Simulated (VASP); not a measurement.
Here is a VASP 6.6.1 calculation.

The input INCAR:

```
PREC = Accurate ; ENCUT = 520
EDIFF = 1E-6 ; ISMEAR = 1
SIGMA = 0.1 ; LREAL = False
LASPH = True ; NELM = 100
ALGO = Normal ; ISIF = 2
LWAVE = False ; LCHARG = True
GGA = PE ; LELF = True
LVHAR = True ; NBANDS = 21
```

File KPOINTS:

```
Automatic mesh
0
Gamma
  10 10 10
```

File POSCAR:

```
Sn
1.0
   -2.9706483658      2.9706483658      1.6216449170
    2.9706483658     -2.9706483658      1.6216449170
    2.9706483658      2.9706483658     -1.6216449170
Sn
2
Direct
    0.0000000000      0.0000000000      0.0000000000
    0.7500000000      0.2500000000      0.5000000000
```

Potentials or basis: VASP PAW PBE potentials, release 64 (Sn_d).

Launch:

```console
$ cat potpaw_PBE.64/Sn_d/POTCAR > POTCAR
$ mpirun -np 1 vasp_std > vasp.out
```

(1) Predict the pressure.

(2) Predict the band gap on the k mesh.

Answers

(1) -0.4 GPa.

(2) zero (bands 14 and 15 overlap by 3.65 eV).

Caveat: spin-orbit coupling is left out, which moves the levels of the heavy elements.
